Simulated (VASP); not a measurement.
# Ge (I4_1/amd) in VASP: notebook

Ge is run at these levels: PBEsol; tasks: single point.

Program: VASP 6.6.1. These are calculated values, not measurements. Logs are shortened: lines on timing, memory, paths and dates and some standing lists are left out, and cuts for length are marked.

### Step 1. The cell of the first run

It takes space group I4_1/amd (No. 141, tetragonal). The conventional cell has a = 4.201 Å, b = 4.201 Å, c = 5.516 Å, α = 90.00°, β = 90.00°, γ = 90.00°. Ge (site symmetry -4m2) has 4 Ge at 2.51 Å within 3.3 Å.

### Step 2. Single point, PBEsol (strain +0.050 along x and y, -0.025 along z)

Input file INCAR:

```
SYSTEM = Ge
PREC = Accurate
ENCUT = 520
EDIFF = 1E-6
ISMEAR = 0
SIGMA = 0.15
LREAL = .FALSE.
LASPH = .TRUE.
NELM = 100
ALGO = Normal
ISIF = 2
LWAVE = .FALSE.
LCHARG = .FALSE.
GGA = PS
NBANDS = 21
```

Input file KPOINTS:

```
regular mesh
0
G
  14 14 14
  0 0 0
```

Input file POSCAR:

```
Ge
1.0
    0.0000000000      2.9702085000      2.7580507500
    2.9702085000      0.0000000000      2.7580507500
    2.9702085000      2.9702085000      0.0000000000
Ge
2
Direct
    0.5000000000      0.5000000000      0.5000000000
    0.7500000000      0.7500000000      0.7500000000
```

Potentials or basis: VASP PAW PBE potentials, release 64 (Ge_d).

Started as:

```console
> cat potpaw_PBE.64/Ge_d/POTCAR > POTCAR
> mpirun -np 1 vasp_std > vasp.out
```

OUTCAR:

```text
SYSTEM = Ge
   PREC = Accurate
   ENCUT = 520
   EDIFF = 1E-6
   ISMEAR = 0
   LREAL = .FALSE.
   LASPH = .TRUE.
   NELM = 100
   ISIF = 2
   GGA = PS

 ion  position               nearest neighbor table
   1  0.500  0.500  0.500-   2 2.51   2 2.51   2 2.51   2 2.51
   2  0.750  0.750  0.750-   1 2.51   1 2.51   1 2.51   1 2.51

  LATTYP: Found a body centered tetragonal cell.
 ALAT       =     4.2005091438
 C/A-ratio  =     1.3131983079

  Lattice vectors:

 A1 = (   0.0000000000,  -2.9702085000,  -2.7580507500)
 A2 = (   0.0000000000,   2.9702085000,  -2.7580507500)
 A3 = (   2.9702085000,   0.0000000000,   2.7580507500)

Analysis of symmetry for initial positions (statically):
=====================================================================
 Subroutine PRICEL returns:
 Original cell was already a primitive cell.

 Routine SETGRP: Setting up the symmetry group for a
 body centered tetragonal supercell.

 Subroutine GETGRP returns: Found 16 space group operations
 (whereof  8 operations were pure point group operations)
 out of a pool of 16 trial point group operations.

The static configuration has the point symmetry D_2d.
 The point group associated with its full space group is D_4h.

Analysis of symmetry for dynamics (positions and initial velocities):
=====================================================================
 Subroutine PRICEL returns:
 Original cell was already a primitive cell.

 Routine SETGRP: Setting up the symmetry group for a
 body centered tetragonal supercell.

 Subroutine GETGRP returns: Found 16 space group operations
 (whereof  8 operations were pure point group operations)
 out of a pool of 16 trial point group operations.

The dynamic configuration has the point symmetry D_2d.
 The point group associated with its full space group is D_4h.

 Subroutine INISYM returns: Found 16 space group operations
 (whereof  8 operations are pure point group operations),
 and found     1 'primitive' translations

----------------------------------------------------------------------------------------

                                     Primitive cell

  volume of cell :      48.6638

  direct lattice vectors                    reciprocal lattice vectors
     0.000000000  2.970208500  2.758050750    -0.168338351  0.168338351  0.181287455
     2.970208500  0.000000000  2.758050750     0.168338351 -0.168338351  0.181287455
     2.970208500  2.970208500  0.000000000     0.168338351  0.168338351 -0.181287455

  length of vectors
     4.053268123  4.053268123  4.200509144     0.299233591  0.299233591  0.299233591

  position of ions in fractional coordinates (direct lattice)
     0.500000000  0.500000000  0.500000000
     0.750000000  0.750000000  0.750000000

  ion indices of the primitive-cell ions
   primitive index   ion index
                 1           1
                 2           2

----------------------------------------------------------------------------------------

 KPOINTS: regular mesh

Automatic generation of k-mesh.
 Grid dimensions read from file:
 generate k-points for:   14   14   14

 Generating k-lattice:

  Cartesian coordinates                     Fractional coordinates (reciprocal lattice)
    -0.012024168  0.012024168  0.012949104     0.071428571  0.000000000  0.000000000
     0.012024168 -0.012024168  0.012949104     0.000000000  0.071428571  0.000000000
     0.012024168  0.012024168 -0.012949104     0.000000000  0.000000000  0.071428571

  Length of vectors
     0.021373828  0.021373828  0.021373828

  Shift w.r.t. Gamma in fractional coordinates (k-lattice)
     0.000000000  0.000000000  0.000000000

 Subroutine IBZKPT returns following result:
 ===========================================

 Found    244 irreducible k-points:

 Following reciprocal coordinates:
            Coordinates               Weight
  0.000000  0.000000  0.000000      1.000000
  0.071429  0.000000  0.000000      8.000000
  0.142857 -0.000000  0.000000      8.000000
  0.214286  0.000000  0.000000      8.000000
  0.285714  0.000000  0.000000      8.000000
  0.357143  0.000000  0.000000      8.000000
[... 16 lines left out ...]
  0.214286  0.142857  0.000000      8.000000
  0.285714  0.142857  0.000000      8.000000
 [... further k-points ...]
   k-points           NKPTS =    244   k-points in BZ     NKDIM =    244   number of bands    NBANDS=     21
   number of dos      NEDOS =    301   number of ions     NIONS =      2
   total plane-waves  NPLWV =  28800
   dimension x,y,z NGX =    30 NGY =   30 NGZ =   32
   dimension x,y,z NGXF=    60 NGYF=   60 NGZF=   64
   ions per type =               2
   NGX,Y,Z   is equivalent  to a cutoff of  12.30, 12.30, 12.66 a.u.
   NGXF,Y,Z  is equivalent  to a cutoff of  24.61, 24.61, 25.33 a.u.
 SYSTEM =  Ge
   PREC   = accura    normal or accurate (medium, high low for compatibility)
   ISTART =      0    job   : 0-new  1-cont  2-samecut
   ICHARG =      2    charge: 1-file 2-atom 10-const
   ISPIN  =      1    spin polarized calculation?
   LNONCOLLINEAR =      F non collinear calculations
   LSORBIT =      F    spin-orbit coupling
   LASPH  =      T    aspherical Exc in radial PAW
   ENCUT  =  520.0 eV  38.22 Ry    6.18 a.u.   7.54  7.54  7.81*2*pi/ulx,y,z
   NELM   =    100;   NELMIN=  2; NELMDL= -5     # of ELM steps
   EDIFF  = 0.1E-05   stopping-criterion for ELM
   LREAL  =      F    real-space projection
   EDIFFG = 0.1E-04   stopping-criterion for IOM
   NSW    =      0    number of steps for IOM
   IBRION =     -1    ionic relax: 0-MD 1-quasi-New 2-CG
   NFREE  =      0    steps in history (QN), initial steepest desc. (CG)
   ISIF   =      2    stress and relaxation
   ISYM   =      2    0-nonsym 1-usesym 2-fastsym
   POTIM  = 0.5000    time-step for ionic-motion
   TEBEG  =    0.0;   TEEND  =   0.0 temperature during run
   PSTRESS=    0.0 pullay stress
   NELECT =      28.0000    total number of electrons
   NUPDOWN=      -1.0000    fix difference up-down
   EMIN   =  10.00;   EMAX   =-10.00  energy-range for DOS
   EFERMI =   0.00;   METHOD = LEGACY
   ISMEAR =     0;   SIGMA  =   0.15  broadening in eV -4-tet -1-fermi 0-gaus
   EFERMI_NEDOS =   21; number of points for ismear=-14 and -15
   IALGO  =     38    algorithm
   IMIX   =      4    mixing-type and parameters
     AMIX     =   0.40;   BMIX     =  1.00
     AMIX_MAG =   1.60;   BMIX_MAG =  1.00
  volume/ion in A,a.u.               =      24.33       164.20
  Fermi-wavevector in a.u.,A,eV,Ry     =   1.361629  2.573106 25.225659  1.854034
  Thomas-Fermi vector in A             =   2.488189
   LORBIT       =      0    0 simple, 1 ext, 2 COOP (PROOUT), +10 PAW based schemes
   GGA     = PS    functional components
   LHFCALC =     F    Hartree Fock is set to
   AEXX    =    0.0000 exact exchange contribution
   IVDW    =     0    specifies the selected vdW correction
   LEPSILON=     F    determine dielectric tensor
   LRPA    =     F    only Hartree local field effects (RPA)
 non-spin polarized calculation
 Gauss-broadening in eV      SIGMA  =   0.15
  energy-cutoff  :      520.00
  volume of cell :       48.66
 maximum number of plane-waves:      1331
   NGX = 15   NGY = 15   NGZ = 15

 number of electron      27.9999986 magnetization

 Free energy of the ion-electron system (eV)
  ---------------------------------------------------
  ext. energy  EPLUGINS =         0.00000000
  ---------------------------------------------------
  free energy    TOTEN  =        -9.80562925 eV

  energy without entropy =       -9.80429557  energy(sigma->0) =       -9.80496241

 E-fermi :   4.1600     XC(G=0):  -9.7986

 val. band max:        4.1597081825   @ k =   0.0714   0.0000   0.0714
 cond. band min:       4.2006687745   @ k =   0.3571   0.0000   0.0000
 fundamental gap:      0.0409605920
 Fermi energy:         4.1599532487

 k-point     1 :       0.0000    0.0000    0.0000
  band No.  band energies     occupation
      1     -20.4988      2.00000
      2     -20.4848      2.00000
      3     -20.4848      2.00000
      4     -20.4599      2.00000
      5     -20.4568      2.00000
      6     -20.2946      2.00000
[... 13 lines left out ...]
     20      12.7885      0.00000
     21      13.9337      0.00000

 k-point     2 :       0.0714    0.0000    0.0000
  band No.  band energies     occupation
      1     -20.4998      2.00000
      2     -20.4875      2.00000
      3     -20.4861      2.00000
      4     -20.4560      2.00000
      5     -20.4532      2.00000
      6     -20.3000      2.00000
[... 13 lines left out ...]
     20      12.4548      0.00000
     21      13.2522      0.00000

 k-point     3 :       0.1429   -0.0000    0.0000
  band No.  band energies     occupation
      1     -20.5033      2.00000
      2     -20.4925      2.00000
      3     -20.4867      2.00000
      4     -20.4478      2.00000
      5     -20.4455      2.00000
      6     -20.3083      2.00000
[... 13 lines left out ...]
     20      12.0789      0.00000
     21      12.7189      0.00000

 k-point     4 :       0.2143    0.0000    0.0000
  band No.  band energies     occupation
      1     -20.5081      2.00000
      2     -20.4967      2.00000
      3     -20.4851      2.00000
      4     -20.4390      2.00000
      5     -20.4373      2.00000
      6     -20.3160      2.00000
[... 13 lines left out ...]
     20      12.0560      0.00000
     21      12.7160      0.00000

 k-point     5 :       0.2857    0.0000    0.0000
  band No.  band energies     occupation
      1     -20.5124      2.00000
      2     -20.4995      2.00000
      3     -20.4825      2.00000
      4     -20.4315      2.00000
      5     -20.4304      2.00000
      6     -20.3223      2.00000
[... 13 lines left out ...]
     20      12.4951      0.00000
     21      12.8442      0.00000

 k-point     6 :       0.3571    0.0000    0.0000
  band No.  band energies     occupation
      1     -20.5154      2.00000
      2     -20.5010      2.00000
      3     -20.4799      2.00000
      4     -20.4264      2.00000
      5     -20.4257      2.00000
      6     -20.3265      2.00000
[... 13 lines left out ...]
     20      13.2985      0.00000
     21      13.3447      0.00000

 k-point     7 :       0.4286    0.0000    0.0000
  band No.  band energies     occupation
      1     -20.5171      2.00000
      2     -20.5016      2.00000
      3     -20.4780      2.00000
      4     -20.4235      2.00000
      5     -20.4232      2.00000
      6     -20.3289      2.00000
[... 13 lines left out ...]
     20      14.1787      0.00000
     21      14.4602      0.00000
[... 291 lines left out ...]
      1     -20.5067      2.00000
      2     -20.4975      2.00000
      3     -20.4879      2.00000
      4     -20.4405      2.00000
      5     -20.4392      2.00000
      6     -20.3157      2.00000
[... 13 lines left out ...]
     20      11.7502      0.00000
     21      12.3714      0.00000

 k-point    21 :      -0.0714    0.0714    0.0000
  band No.  band energies     occupation
      1     -20.5023      2.00000
      2     -20.4925      2.00000
      3     -20.4880      2.00000
      4     -20.4487      2.00000
      5     -20.4480      2.00000
      6     -20.3080      2.00000
[... 13 lines left out ...]
     20      11.8773      0.00000
     21      12.6017      0.00000

 k-point    22 :       0.1429    0.1429    0.0000
  band No.  band energies     occupation
      1     -20.4972      2.00000
      2     -20.4896      2.00000
      3     -20.4896      2.00000
      4     -20.4497      2.00000
      5     -20.4406      2.00000
      6     -20.3113      2.00000
[... 13 lines left out ...]
     20      11.9649      0.00000
     21      13.1573      0.00000

 k-point    23 :       0.2143    0.1429    0.0000
  band No.  band energies     occupation
      1     -20.5008      2.00000
      2     -20.4926      2.00000
      3     -20.4867      2.00000
      4     -20.4431      2.00000
      5     -20.4325      2.00000
      6     -20.3210      2.00000
[... 13 lines left out ...]
     20      12.6921      0.00000
     21      13.2474      0.00000

 k-point    24 :       0.2857    0.1429    0.0000
  band No.  band energies     occupation
      1     -20.5081      2.00000
      2     -20.4959      2.00000
      3     -20.4791      2.00000
      4     -20.4350      2.00000
      5     -20.4246      2.00000
      6     -20.3293      2.00000
[... 13 lines left out ...]
     20      13.2056      0.00000
     21      13.5475      0.00000

 [... further k-points ...]
[... 5 lines left out ...]
  --------------------------------------------------------------------------------------
  -------------------------------------------------------------------------------------
  Total       -1.5388915     -1.5388915     -0.2498275      0.0000000      0.0000000      0.0000000
  in kB      -50.6655158    -50.6655158     -8.2251680      0.0000000      0.0000000      0.0000000
  external PRESSURE =     -36.5187332 kB  Pullay stress =       0.0000000 kB

 VOLUME and BASIS-vectors are now :
 -----------------------------------------------------------------------------
  energy-cutoff  :      520.00
  volume of cell :       48.66
      direct lattice vectors                 reciprocal lattice vectors
     0.000000000  2.970208500  2.758050750    -0.168338351  0.168338351  0.181287455
     2.970208500  0.000000000  2.758050750     0.168338351 -0.168338351  0.181287455
     2.970208500  2.970208500  0.000000000     0.168338351  0.168338351 -0.181287455

 POSITION                                       TOTAL-FORCE (eV/Angst)
 -----------------------------------------------------------------------------------
      2.97021      2.97021      2.75805        -0.000000     -0.000000     -0.000000
      4.45531      4.45531      4.13708         0.000000      0.000000      0.000000
 -----------------------------------------------------------------------------------
    total drift:                                0.000000     -0.000000     -0.000000

  FREE ENERGIE OF THE ION-ELECTRON SYSTEM (eV)
  ---------------------------------------------------
  free  energy   TOTEN  =        -9.8056292451 eV

  energy  without entropy=       -9.8042955696  energy(sigma->0) =       -9.80496241
```

It took 5.3 min on 1 thread of Intel Xeon 8259CL, shared host; peak memory 0.32 GiB.

What came out:

- Free energy: -9.8056 eV
- Pressure: -3.7 GPa
- Band gap on the k mesh: zero (bands 14 and 15 overlap by 0.19 eV)

Stress tensor (GPa, compression positive):
```
-5.07  0.00  0.00
 0.00 -5.07  0.00
 0.00  0.00 -0.82
```

Caveat: the cell differs from its parent crystal (strain +0.050 along x and y, -0.025 along z); the cell stands under tension; semilocal functionals underestimate gaps, and a narrow one can read as zero; the PAW data sets were made with another functional, which shifts forces and pressure a little.

### Step 3. Single point, PBEsol (strain +0.050 along x and y, +0.000 along z)

Input file INCAR:

```
SYSTEM = Ge
PREC = Accurate
ENCUT = 520
EDIFF = 1E-6
ISMEAR = 0
SIGMA = 0.15
LREAL = .False.
LASPH = .True.
NELM = 80
ALGO = Normal
ISIF = 2
LWAVE = .False.
LCHARG = .False.
GGA = PS
NBANDS = 21
```

Input file KPOINTS:

```
Automatic mesh
0
Gamma
  14 14 14
  0 0 0
```

Input file POSCAR:

```
Ge
1.0
    0.0000000000      2.9702085000      2.8287700000
    2.9702085000      0.0000000000      2.8287700000
    2.9702085000      2.9702085000      0.0000000000
Ge
2
Direct
    0.5000000000      0.5000000000      0.5000000000
    0.7500000000      0.7500000000      0.7500000000
```

Potentials or basis: VASP PAW PBE potentials, release 64 (Ge_d).

Started as:

```console
> cat potpaw_PBE.64/Ge_d/POTCAR > POTCAR
> mpirun -np 1 vasp_std > vasp.out
```

It took 4 min on 1 thread of Intel Xeon 8259CL, shared host; peak memory 0.32 GiB.

The run converged. Its results:

```yaml
Free_energy: -9.7913 eV
Pressure: -4.8 GPa
Band_gap_on_the_k_mesh: zero (bands 14 and 15 overlap by 0.17 eV)
```

Stress tensor (GPa, compression positive):
```
-5.77  0.00  0.00
 0.00 -5.77  0.00
 0.00  0.00 -2.91
```

Levels at points of the mesh, in eV from the Fermi level:
```csv
k point,band 10,band 11,band 12,band 13,band 14,band 15,band 16,band 17,band 18,band 19
"(0.00, 0.00, 0.00)",-24.39,-12.03,-0.82,-0.05,-0.05,0.28,2.40,2.63,2.63,6.05
"(0.50, 0.00, 0.00)",-24.36,-10.16,-7.16,-1.40,-1.01,-0.13,3.58,3.87,6.98,9.75
"(0.50, 0.50, 0.00)",-24.37,-8.37,-8.37,-2.91,-2.91,0.61,0.61,8.79,8.79,10.72
"(0.50, 0.00, 0.50)",-24.36,-8.56,-8.56,-2.59,-2.59,0.95,0.95,8.63,8.63,10.44
```

Caveat: the cell differs from its parent crystal (strain +0.050 along x and y, +0.000 along z); the cell stands under tension; semilocal functionals underestimate gaps, and a narrow one can read as zero; the PAW data sets were made with another functional, which shifts forces and pressure a little.

### Step 4. Single point, PBEsol

This run uses another cell than the first one, of 24.96 Å³/atom.

Input file INCAR:

```
  PREC = Accurate
  ENCUT = 520
  EDIFF = 1E-6
  ISMEAR = 0
  SIGMA = 0.15
  LREAL = False
  LASPH = True
  NELM = 60
  ALGO = Normal
  ISIF = 2
  LWAVE = False
  LCHARG = False
  GGA = PS
  NBANDS = 21
```

Input file KPOINTS:

```
Automatic mesh
0
Gamma
  14 14 14
```

POSCAR is that of step 3.

Started as:

```console
> cat potpaw_PBE.64/Ge_d/POTCAR > POTCAR
> mpirun -np 1 vasp_std > vasp.out
```

Run time: 3.8 min. Hardware: 1 thread of Intel Xeon 8259CL, shared host; peak memory 0.32 GiB.

It converged, with:

| Quantity | Value |
| --- | --- |
| Free energy | -9.7913 eV |
| Pressure | -4.8 GPa |
| Band gap on the k mesh | zero (bands 14 and 15 overlap by 0.17 eV) |

Stress tensor (GPa, compression positive):
```
-5.77  0.00  0.00
 0.00 -5.77  0.00
 0.00  0.00 -2.91
```

Levels at points of the mesh, in eV from the Fermi level:
```
           k point  band 11  band 12  band 13  band 14  band 15  band 16  band 17  band 18
(0.00, 0.00, 0.00)   -12.03    -0.82    -0.05    -0.05     0.28     2.40     2.63     2.63
(0.50, 0.00, 0.00)   -10.16    -7.16    -1.40    -1.01    -0.13     3.58     3.87     6.98
(0.50, 0.50, 0.00)    -8.37    -8.37    -2.91    -2.91     0.61     0.61     8.79     8.79
(0.50, 0.00, 0.50)    -8.56    -8.56    -2.59    -2.59     0.95     0.95     8.63     8.63
```

Caveat: the cell stands under tension; semilocal functionals underestimate gaps, and a narrow one can read as zero; the PAW data sets were made with another functional, which shifts forces and pressure a little.

The gap in the log of VASP goes by the Fermi energy; the results here count the filled bands.